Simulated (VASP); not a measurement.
Write the native input for VASP 6.6.1 that does the following.

```
Task                   : relaxation of cell and atoms
Functional             : PBE
Potentials or basis    : VASP PAW PBE potentials, release 64 (Co, Ti_sv)
Cutoff                 : 600 eV
k mesh                 : 14 × 14 × 14
Occupations            : gaussian, width 0.1 eV
Spin                   : no spin polarisation
Dipole correction      : no
Further INCAR settings : ALGO = Fast; EDIFF = 1e-07; IBRION = 2; EDIFFG = -0.01; NSW = 100; ISIF = 3
```

The structure of TiCo lies in POSCAR:

```
TiCo
1.0
    2.9537554416      0.0000000000      0.0000000000
    0.0000000000      2.9537554416      0.0000000000
    0.0000000000      0.0000000000      3.0049571672
Co Ti
1 1
Direct
    0.0000000000      0.0000000000      0.0000000000
    0.5000000000      0.5000000000      0.5000000000
```

The input as run:

INCAR

```
SYSTEM = TiCo
PREC = Accurate ; ENCUT = 600
EDIFF = 1E-7 ; ISMEAR = 0
SIGMA = 0.1 ; LREAL = .False.
LASPH = .True. ; NELM = 60
ALGO = Fast ; ISIF = 3
LWAVE = .False. ; LCHARG = .False.
GGA = PE ; IBRION = 2
NSW = 100 ; EDIFFG = -0.01
```

KPOINTS

```
Automatic mesh
0
Gamma
  14 14 14
  0 0 0
```

Potentials or basis: VASP PAW PBE potentials, release 64 (Co, Ti_sv).

Launch:

```bash
$ cat potpaw_PBE.64/Co/POTCAR potpaw_PBE.64/Ti_sv/POTCAR > POTCAR
$ mpirun -np 1 vasp_std > vasp.out
```

It gave:

The relaxed volume is 13.08 Å³/atom and the relaxed cell is a = 2.952 Å, b = 2.952 Å, c = 3.002 Å, α = 90.00°, β = 90.00°, γ = 90.00°. The space group after relaxing (to 0.05 Å) is Pm-3m (No. 221). The energy gained by relaxing is 0.0 meV/atom, the ionic steps are 3 and the pressure after relaxing is 0.1 GPa.

It took 2.6 min on 1 thread of Intel(R) Xeon(R) 6975P-C (Granite Rapids), with other jobs on the host, peak memory 0.28 GiB.
